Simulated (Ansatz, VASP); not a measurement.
NbRh: VASP beside Ansatz

```
CELL_PARAMETERS angstrom
2.84200 0.00000 0.00000
0.00000 2.84200 0.00000
0.00000 0.00000 3.77091
ATOMIC_POSITIONS crystal
Nb 0.00000 0.00000 0.00000
Rh 0.50000 0.50000 0.50000
```

Change from the starting cell: zz strain of -1 %.

Alike in both runs: task single point; functional PBEsol; k mesh 14 × 14 × 11; occupations fermi-dirac, width 0.05 eV; no spin polarisation.

|  | VASP | Ansatz |
| --- | --- | --- |
| version | VASP 6.6.1 | Ansatz 0.2.0 |
| potentials or method | VASP PAW PBE potentials, release 64 (Nb_sv, Rh_pv), cutoff 520 eV | all-electron LAPW, scalar-relativistic |

|  | VASP | Ansatz | Ansatz less VASP |
| --- | --- | --- | --- |
| pressure (GPa) | 1.6 | 1.9 | +0.30 |
| traceless stress, the component that is largest in VASP (GPa) | 2.55 | 2.57 | +0.019 |

VASP's potentials were made for PBE, not for PBEsol. Ansatz ran all-electron here, and VASP with PAW potentials.
